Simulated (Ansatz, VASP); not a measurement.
## One calculation of KBr, two programs

```
K Br
1.0
     2.74548   -2.99326    0.20141
     2.74548    2.99326    0.20141
    -0.31587    0.00000    3.99913
K Br
1 1
Direct
  0.50000 0.50000 0.50000
  0.00000 0.00000 0.00000
```

Alike in both runs: functional PBE; k mesh 4 × 4 × 3; occupations gaussian, width 0.15 eV; no spin polarisation.

Ansatz relaxed the structure, and its values are those at the end. VASP's run is a single point on that final structure, the one shown.

```csv
,VASP,Ansatz
version,VASP 6.6.1,Ansatz 0.2.0
potentials or method,"VASP PAW PBE potentials, release 64 (K_sv, Br), cutoff 500 eV","scalar-relativistic, plane waves, PAW"
valence electrons in the cell,16,16
```

Ansatz gave:

| Property | Result |
| --- | --- |
| gap on the k mesh at the Fermi level (eV) | 3.83 |
| least direct gap on the mesh (eV) | 4.08 |
| pressure (GPa) | 0.2 |

**Question.** What did VASP give for the same quantities?

**Answer.** gap on the k mesh at the Fermi level (eV): 3.83; least direct gap on the mesh (eV): 4.07; pressure (GPa): 0.2.

The functional is the same, so the differences come from potentials, cutoffs and numerics.

The k mesh is coarse, so the values compare programs but aren't converged.
